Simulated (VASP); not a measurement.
# Sn (I4_1/amd) in VASP: settings compared

Sn is run at these levels: PBE, r2SCAN, LDA, PBEsol; tasks: single point, relaxation of cell and atoms.

Everything below comes from runs of VASP 6.6.1. Logs are shortened: lines on timing, memory, paths and dates and some standing lists are left out, and cuts for length are marked.

## 1. The cell of the first run

Symmetry: I4_1/amd, No. 141, tetragonal system. The conventional cell has a = 5.996 Å, b = 5.996 Å, c = 3.261 Å, α = 90.00°, β = 90.00°, γ = 90.00°. Within 4.1 Å of Sn (site symmetry -4m2) lie 10 Sn at 3.11 to 3.87 Å.

## 2. Single point, PBE

Input file INCAR:

```
SYSTEM = Sn
ALGO = Fast ; EDIFF = 1E-7
ENCUT = 520 ; GGA = PE
ISIF = 2 ; ISMEAR = -1
LASPH = .TRUE. ; LCHARG = .TRUE.
LELF = .TRUE. ; LREAL = .FALSE.
LVHAR = .TRUE. ; LWAVE = .FALSE.
NBANDS = 21 ; NELM = 100
PREC = Accurate ; SIGMA = 0.05
```

Input file KPOINTS:

```
k-points
0
G
  9 9 9
  0 0 0
```

Input file POSCAR:

```
Sn
1.0
   -2.9978049079      2.9978049079      1.6306688148
    2.9978049079     -2.9978049079      1.6306688148
    2.9978049079      2.9978049079     -1.6306688148
Sn
2
Direct
    0.0000000000      0.0000000000      0.0000000000
    0.7500000000      0.2500000000      0.5000000000
```

Potentials or basis: VASP PAW PBE potentials, release 64 (Sn_d).

On the command line:

```console
$ cat potpaw_PBE.64/Sn_d/POTCAR > POTCAR
$ mpirun -np 1 vasp_std > vasp.out
```

OUTCAR:

```text
SYSTEM = Sn
   EDIFF = 1E-7
   ENCUT = 520
   GGA = PE
   ISIF = 2
   ISMEAR = -1
   LASPH = .TRUE.
   LREAL = .FALSE.
   NELM = 100
   PREC = Accurate

 ion  position               nearest neighbor table
   1  0.000  0.000  0.000-   2 3.11   2 3.11   2 3.11   2 3.11
   2  0.750  0.250  0.500-   1 3.11   1 3.11   1 3.11   1 3.11

  LATTYP: Found a body centered tetragonal cell.
 ALAT       =     5.9956098158
 C/A-ratio  =     0.5439542815

  Lattice vectors:

 A1 = (  -2.9978049079,   2.9978049079,   1.6306688148)
 A2 = (   2.9978049079,  -2.9978049079,   1.6306688148)
 A3 = (   2.9978049079,   2.9978049079,  -1.6306688148)

Analysis of symmetry for initial positions (statically):
=====================================================================
 Subroutine PRICEL returns:
 Original cell was already a primitive cell.

 Routine SETGRP: Setting up the symmetry group for a
 body centered tetragonal supercell.

 Subroutine GETGRP returns: Found 16 space group operations
 (whereof  8 operations were pure point group operations)
 out of a pool of 16 trial point group operations.

The static configuration has the point symmetry D_2d.
 The point group associated with its full space group is D_4h.

Analysis of symmetry for dynamics (positions and initial velocities):
=====================================================================
 Subroutine PRICEL returns:
 Original cell was already a primitive cell.

 Routine SETGRP: Setting up the symmetry group for a
 body centered tetragonal supercell.

 Subroutine GETGRP returns: Found 16 space group operations
 (whereof  8 operations were pure point group operations)
 out of a pool of 16 trial point group operations.

The dynamic configuration has the point symmetry D_2d.
 The point group associated with its full space group is D_4h.

 Subroutine INISYM returns: Found 16 space group operations
 (whereof  8 operations are pure point group operations),
 and found     1 'primitive' translations

----------------------------------------------------------------------------------------

                                     Primitive cell

  volume of cell :      58.6182

  direct lattice vectors                    reciprocal lattice vectors
    -2.997804908  2.997804908  1.630668815     0.000000000  0.166788706  0.306622654
     2.997804908 -2.997804908  1.630668815     0.166788706  0.000000000  0.306622654
     2.997804908  2.997804908 -1.630668815     0.166788706  0.166788706  0.000000000

  length of vectors
     4.542328623  4.542328623  4.542328623     0.349050031  0.349050031  0.235874849

  position of ions in fractional coordinates (direct lattice)
     0.000000000  0.000000000  0.000000000
     0.750000000  0.250000000  0.500000000

  ion indices of the primitive-cell ions
   primitive index   ion index
                 1           1
                 2           2

----------------------------------------------------------------------------------------

 KPOINTS: k-points

Automatic generation of k-mesh.
 Grid dimensions read from file:
 generate k-points for:    9    9    9

 Generating k-lattice:

  Cartesian coordinates                     Fractional coordinates (reciprocal lattice)
     0.000000000  0.018532078  0.034069184     0.111111111 -0.000000000  0.000000000
     0.018532078  0.000000000  0.034069184    -0.000000000  0.111111111  0.000000000
     0.018532078  0.018532078  0.000000000     0.000000000  0.000000000  0.111111111

  Length of vectors
     0.038783337  0.038783337  0.026208317

  Shift w.r.t. Gamma in fractional coordinates (k-lattice)
     0.000000000  0.000000000  0.000000000

 Subroutine IBZKPT returns following result:
 ===========================================

 Found     75 irreducible k-points:

 Following reciprocal coordinates:
            Coordinates               Weight
  0.000000  0.000000  0.000000      1.000000
  0.111111  0.000000 -0.000000      8.000000
  0.222222  0.000000 -0.000000      8.000000
  0.333333  0.000000  0.000000      8.000000
  0.444444  0.000000 -0.000000      8.000000
  0.111111  0.111111 -0.000000      8.000000
[... 16 lines left out ...]
 -0.333333  0.333333  0.000000      4.000000
  0.444444  0.444444  0.000000      8.000000
 [... further k-points ...]
   k-points           NKPTS =     75   k-points in BZ     NKDIM =     75   number of bands    NBANDS=     21
   number of dos      NEDOS =    301   number of ions     NIONS =      2
   total plane-waves  NPLWV =  46656
   dimension x,y,z NGX =    36 NGY =   36 NGZ =   36
   dimension x,y,z NGXF=    72 NGYF=   72 NGZF=   72
   ions per type =               2
   NGX,Y,Z   is equivalent  to a cutoff of  13.18, 13.18, 13.18 a.u.
   NGXF,Y,Z  is equivalent  to a cutoff of  26.35, 26.35, 26.35 a.u.
 SYSTEM =  Sn
   PREC   = accura    normal or accurate (medium, high low for compatibility)
   ISTART =      0    job   : 0-new  1-cont  2-samecut
   ICHARG =      2    charge: 1-file 2-atom 10-const
   ISPIN  =      1    spin polarized calculation?
   LNONCOLLINEAR =      F non collinear calculations
   LSORBIT =      F    spin-orbit coupling
   LASPH  =      T    aspherical Exc in radial PAW
   ENCUT  =  520.0 eV  38.22 Ry    6.18 a.u.   8.45  8.45  8.45*2*pi/ulx,y,z
   NELM   =    100;   NELMIN=  2; NELMDL= -5     # of ELM steps
   EDIFF  = 0.1E-06   stopping-criterion for ELM
   LREAL  =      F    real-space projection
   EDIFFG = 0.1E-05   stopping-criterion for IOM
   NSW    =      0    number of steps for IOM
   IBRION =     -1    ionic relax: 0-MD 1-quasi-New 2-CG
   NFREE  =      0    steps in history (QN), initial steepest desc. (CG)
   ISIF   =      2    stress and relaxation
   ISYM   =      2    0-nonsym 1-usesym 2-fastsym
   POTIM  = 0.5000    time-step for ionic-motion
   TEBEG  =    0.0;   TEEND  =   0.0 temperature during run
   PSTRESS=    0.0 pullay stress
   NELECT =      28.0000    total number of electrons
   NUPDOWN=      -1.0000    fix difference up-down
   EMIN   =  10.00;   EMAX   =-10.00  energy-range for DOS
   EFERMI =   0.00;   METHOD = LEGACY
   ISMEAR =    -1;   SIGMA  =   0.05  broadening in eV -4-tet -1-fermi 0-gaus
   EFERMI_NEDOS =   21; number of points for ismear=-14 and -15
   IALGO  =     68    algorithm
   IMIX   =      4    mixing-type and parameters
     AMIX     =   0.40;   BMIX     =  1.00
     AMIX_MAG =   1.60;   BMIX_MAG =  1.00
  volume/ion in A,a.u.               =      29.31       197.79
  Fermi-wavevector in a.u.,A,eV,Ry     =   1.279725  2.418330 22.282210  1.637696
  Thomas-Fermi vector in A             =   2.412194
   LORBIT       =      0    0 simple, 1 ext, 2 COOP (PROOUT), +10 PAW based schemes
   GGA     = PE    functional components
   LHFCALC =     F    Hartree Fock is set to
   AEXX    =    0.0000 exact exchange contribution
   IVDW    =     0    specifies the selected vdW correction
   LEPSILON=     F    determine dielectric tensor
   LRPA    =     F    only Hartree local field effects (RPA)
 non-spin polarized calculation
 RMM-DIIS sequential band-by-band and
  energy-cutoff  :      520.00
  volume of cell :       58.62
 maximum number of plane-waves:      1602
 NGX is ok and might be reduce to    36
   NGX = 17   NGY = 17   NGZ = 17

 number of electron      28.0000004 magnetization

 Free energy of the ion-electron system (eV)
  ---------------------------------------------------
  ext. energy  EPLUGINS =         0.00000000
  ---------------------------------------------------
  free energy    TOTEN  =        -7.60017433 eV

  energy without entropy =       -7.59294232  energy(sigma->0) =       -7.59655832

 E-fermi :   7.0637     XC(G=0):  -9.9478

 val. band max:        7.0170435448   @ k =  -0.1111  -0.2222   0.1111
 cond. band min:       7.0694821231   @ k =   0.4444   0.3333   0.0000
 fundamental gap:      0.0524385783
 Fermi energy:         7.0637191021

 k-point     1 :       0.0000    0.0000    0.0000
  band No.  band energies     occupation
      1     -14.4998      2.00000
      2     -14.4395      2.00000
      3     -14.3959      2.00000
      4     -14.3932      2.00000
      5     -14.2758      2.00000
      6     -14.2758      2.00000
[... 13 lines left out ...]
     20      16.5351      0.00000
     21      17.1883      0.00000

 k-point     2 :       0.1111    0.0000   -0.0000
  band No.  band energies     occupation
      1     -14.4938      2.00000
      2     -14.4200      2.00000
      3     -14.3893      2.00000
      4     -14.3713      2.00000
      5     -14.2880      2.00000
      6     -14.2849      2.00000
[... 13 lines left out ...]
     20      15.7869      0.00000
     21      15.9206      0.00000

 k-point     3 :       0.2222    0.0000   -0.0000
  band No.  band energies     occupation
      1     -14.4766      2.00000
      2     -14.3776      2.00000
      3     -14.3725      2.00000
      4     -14.3375      2.00000
      5     -14.3121      2.00000
      6     -14.2834      2.00000
[... 13 lines left out ...]
     20      14.3527      0.00000
     21      15.2614      0.00000

 k-point     4 :       0.3333    0.0000    0.0000
  band No.  band energies     occupation
      1     -14.4569      2.00000
      2     -14.3609      2.00000
      3     -14.3565      2.00000
      4     -14.3480      2.00000
      5     -14.3267      2.00000
      6     -14.3009      2.00000
[... 13 lines left out ...]
     20      13.5663      0.00000
     21      16.0737      0.00000

 k-point     5 :       0.4444    0.0000   -0.0000
  band No.  band energies     occupation
      1     -14.4428      2.00000
      2     -14.3802      2.00000
      3     -14.3685      2.00000
      4     -14.3419      2.00000
      5     -14.3170      2.00000
      6     -14.3129      2.00000
[... 13 lines left out ...]
     20      15.6774      0.00000
     21      16.8522      0.00000

 k-point     6 :       0.1111    0.1111   -0.0000
  band No.  band energies     occupation
      1     -14.4827      2.00000
      2     -14.3773      2.00000
      3     -14.3746      2.00000
      4     -14.3264      2.00000
      5     -14.3083      2.00000
      6     -14.2990      2.00000
[... 13 lines left out ...]
     20      14.4494      0.00000
     21      14.6492      0.00000

 k-point     7 :       0.2222    0.1111    0.0000
  band No.  band energies     occupation
      1     -14.4657      2.00000
      2     -14.3633      2.00000
      3     -14.3577      2.00000
      4     -14.3288      2.00000
      5     -14.3235      2.00000
      6     -14.3064      2.00000
[... 13 lines left out ...]
     20      13.7706      0.00000
     21      15.0332      0.00000
[... 291 lines left out ...]
      1     -14.4271      2.00000
      2     -14.3871      2.00000
      3     -14.3585      2.00000
      4     -14.3450      2.00000
      5     -14.3078      2.00000
      6     -14.2634      2.00000
[... 13 lines left out ...]
     20      14.9605      0.00000
     21      16.9169      0.00000

 k-point    21 :       0.4444    0.3333    0.0000
  band No.  band energies     occupation
      1     -14.4130      2.00000
      2     -14.3897      2.00000
      3     -14.3800      2.00000
      4     -14.3531      2.00000
      5     -14.3064      2.00000
      6     -14.2725      2.00000
[... 13 lines left out ...]
     20      16.9701      0.00000
     21      17.5066      0.00000

 k-point    22 :      -0.4444    0.3333    0.0000
  band No.  band energies     occupation
      1     -14.4289      2.00000
      2     -14.4135      2.00000
      3     -14.4114      2.00000
      4     -14.3350      2.00000
      5     -14.3242      2.00000
      6     -14.2687      2.00000
[... 13 lines left out ...]
     20      17.5696      0.00000
     21      18.4138      0.00000

 k-point    23 :      -0.3333    0.3333    0.0000
  band No.  band energies     occupation
      1     -14.4449      2.00000
      2     -14.4326      2.00000
      3     -14.4247      2.00000
      4     -14.3428      2.00000
      5     -14.3143      2.00000
      6     -14.2607      2.00000
[... 13 lines left out ...]
     20      16.4164      0.00000
     21      16.4811      0.00000

 k-point    24 :       0.4444    0.4444    0.0000
  band No.  band energies     occupation
      1     -14.4237      2.00000
      2     -14.4231      2.00000
      3     -14.3727      2.00000
      4     -14.3711      2.00000
      5     -14.2951      2.00000
      6     -14.2896      2.00000
[... 13 lines left out ...]
     20      17.4189      0.00000
     21      17.8318      0.00000

 [... further k-points ...]

------------------------ aborting loop because EDIFF is reached ----------------------------------------

  FORCE on cell =-STRESS in cart. coord.  units (eV):
  Direction    XX          YY          ZZ          XY          YZ          ZX
  --------------------------------------------------------------------------------------
  -------------------------------------------------------------------------------------
  Total       -0.4935579     -0.4935579     -0.5783163      0.0000000      0.0000000      0.0000000
  in kB      -13.4901321    -13.4901321    -15.8067830      0.0000000      0.0000000      0.0000000
  external PRESSURE =     -14.2623491 kB  Pullay stress =       0.0000000 kB

 VOLUME and BASIS-vectors are now :
 -----------------------------------------------------------------------------
  energy-cutoff  :      520.00
  volume of cell :       58.62
      direct lattice vectors                 reciprocal lattice vectors
    -2.997804908  2.997804908  1.630668815     0.000000000  0.166788706  0.306622654
     2.997804908 -2.997804908  1.630668815     0.166788706  0.000000000  0.306622654
     2.997804908  2.997804908 -1.630668815     0.166788706  0.166788706  0.000000000

 POSITION                                       TOTAL-FORCE (eV/Angst)
 -----------------------------------------------------------------------------------
      0.00000      0.00000      0.00000         0.000000     -0.000000      0.000000
      0.00000      2.99780      0.81533        -0.000000      0.000000     -0.000000
 -----------------------------------------------------------------------------------
    total drift:                               -0.000000      0.000000     -0.000000

  FREE ENERGIE OF THE ION-ELECTRON SYSTEM (eV)
  ---------------------------------------------------
  free  energy   TOTEN  =        -7.6001743261 eV

  energy  without entropy=       -7.5929423200  energy(sigma->0) =       -7.59655832
```

Run time: 100 s. Hardware: 1 thread of AMD EPYC 7R13 (Zen 3), shared host; peak memory 0.22 GiB.

Results:

| Quantity | Value |
| --- | --- |
| Free energy | -7.6002 eV |
| Pressure | -1.4 GPa |
| Band gap on the k mesh | zero (bands 14 and 15 overlap by 3.71 eV) |

Caveat: spin-orbit coupling is left out, which moves the levels of the heavy elements.

## 3. Single point, r2SCAN

This run uses another cell than the first one, of 25.99 Å³/atom.

Input file POSCAR:

```
Sn
1.0
   -2.8801207477      2.8801207477      1.5666540120
    2.8801207477     -2.8801207477      1.5666540120
    2.8801207477      2.8801207477     -1.5666540120
Sn
2
Direct
    0.0000000000      0.0000000000      0.0000000000
    0.7500000000      0.2500000000      0.5000000000
```

Input file INCAR.step1:

```
PREC = Accurate
ENCUT = 520
ISMEAR = -1
SIGMA = 0.05
LREAL = False
LASPH = True
NELM = 80
NBANDS = 21
GGA = PE
ALGO = Normal
EDIFF = 1E-4
LWAVE = True
LCHARG = False
```

Input file INCAR.step2:

```
PREC = Accurate
ENCUT = 520
EDIFF = 1E-7
ISMEAR = -1
SIGMA = 0.05
LREAL = False
LASPH = True
NELM = 80
ALGO = Normal
ISIF = 2
LWAVE = False
LCHARG = False
METAGGA = R2SCAN
LMIXTAU = True
NBANDS = 21
ISTART = 1
```

Input file KPOINTS:

```
Automatic mesh
0
Gamma
  9 9 9
```

Potentials or basis: VASP PAW PBE potentials, release 64 (Sn_d).

On the command line:

```console
$ cat potpaw_PBE.64/Sn_d/POTCAR > POTCAR
$ cp INCAR.step1 INCAR
$ mpirun -np 1 vasp_std > vasp.out
$ cp INCAR.step2 INCAR
$ mpirun -np 1 vasp_std > vasp.out
```

Wall time 4 min (1 thread of AMD EPYC 7R13 (Zen 3), shared host); peak memory 0.19 GiB.

It converged, with:

```yaml
Free_energy: -49.2033 eV
Pressure: 3.7 GPa
Band_gap_on_the_k_mesh: zero (bands 14 and 15 overlap by 4.48 eV)
```

Stress tensor (GPa, compression positive):
```
4.03 0.00 0.00
0.00 4.03 0.00
0.00 0.00 3.07
```

Levels at points of the mesh, in eV from the Fermi level:
```tsv
k point	band 10	band 11	band 12	band 13	band 14	band 15	band 16	band 17	band 18	band 19
(0.00, 0.00, 0.00)	-21.86	-12.04	-3.56	-2.32	-2.32	3.25	6.74	6.74	7.54	7.64
```

Caveat: the cell stands under pressure; the PAW data sets were made with another functional, which shifts forces and pressure a little; spin-orbit coupling is left out, which moves the levels of the heavy elements.

## 4. Relaxation of cell and atoms, LDA

This run uses another cell than the first one, of 27.65 Å³/atom.

Input file INCAR:

```
  PREC = Accurate
  ENCUT = 600
  EDIFF = 1E-7
  ISMEAR = -1
  SIGMA = 0.05
  LREAL = False
  LASPH = True
  NELM = 80
  ALGO = Fast
  ISIF = 3
  LWAVE = False
  LCHARG = False
  GGA = CA
  IBRION = 2
  NSW = 60
  EDIFFG = -0.01
```

KPOINTS is that of step 3.

Input file POSCAR:

```
Sn
1.0
   -2.9401404553      2.9401404553      1.5993019889
    2.9401404553     -2.9401404553      1.5993019889
    2.9401404553      2.9401404553     -1.5993019889
Sn
2
Direct
    0.0000000000      0.0000000000      0.0000000000
    0.7500000000      0.2500000000      0.5000000000
```

Potentials or basis: VASP PAW LDA potentials, release 64 (Sn_d).

On the command line:

```console
$ cat potpaw_LDA.64/Sn_d/POTCAR > POTCAR
$ mpirun -np 1 vasp_std > vasp.out
```

Run time: 17 min. Hardware: 1 thread of Intel Xeon 8259CL, shared host; peak memory 0.21 GiB.

Results (log left out):

```yaml
Free_energy: -8.9759 eV
Relaxed_volume: 26.19 Å³/atom
Relaxed_cell: a = 4.381 Å, b = 4.381 Å, c = 4.381 Å, α = 97.31°, β = 97.31°, γ = 138.20°
Space_group_after_relaxing_to_0.1_Å: I4_1/amd (No. 141)
Energy_gained_by_relaxing: 13.4 meV/atom
Ionic_steps: 6
Pressure_after_relaxing: 0.0 GPa
Band_gap_on_the_k_mesh: zero (bands 14 and 15 overlap by 4.14 eV)
```

The path:
```csv
step,energy change (eV),largest force (eV/Å),pressure (GPa),volume (Å³)
1,0.0000,0.0000,-2.88,55.30
2,-0.0230,0.0000,1.22,51.42
3,-0.0266,0.0000,0.00,52.44
4,-0.0266,0.0000,0.06,52.38
5,-0.0268,0.0000,0.05,52.38
6,-0.0269,0.0000,0.05,52.38
```

Final structure:
```
CELL_PARAMETERS angstrom
-2.89427 2.89427 1.56320
2.89427 -2.89427 1.56320
2.89427 2.89427 -1.56320
ATOMIC_POSITIONS crystal
Sn 0.00000 0.00000 0.00000
Sn 0.75000 0.25000 0.50000
```

Levels at points of the mesh, in eV from the Fermi level:
```csv
k point,band 12,band 13,band 14,band 15,band 16,band 17
"(0.00, 0.00, 0.00)",-3.73,-2.12,-2.12,2.98,6.25,6.25
```

Caveat: spin-orbit coupling is left out, which moves the levels of the heavy elements.

(Continued in part 2 of 2.)

The gap in the log of VASP goes by the Fermi energy; the results here count the filled bands.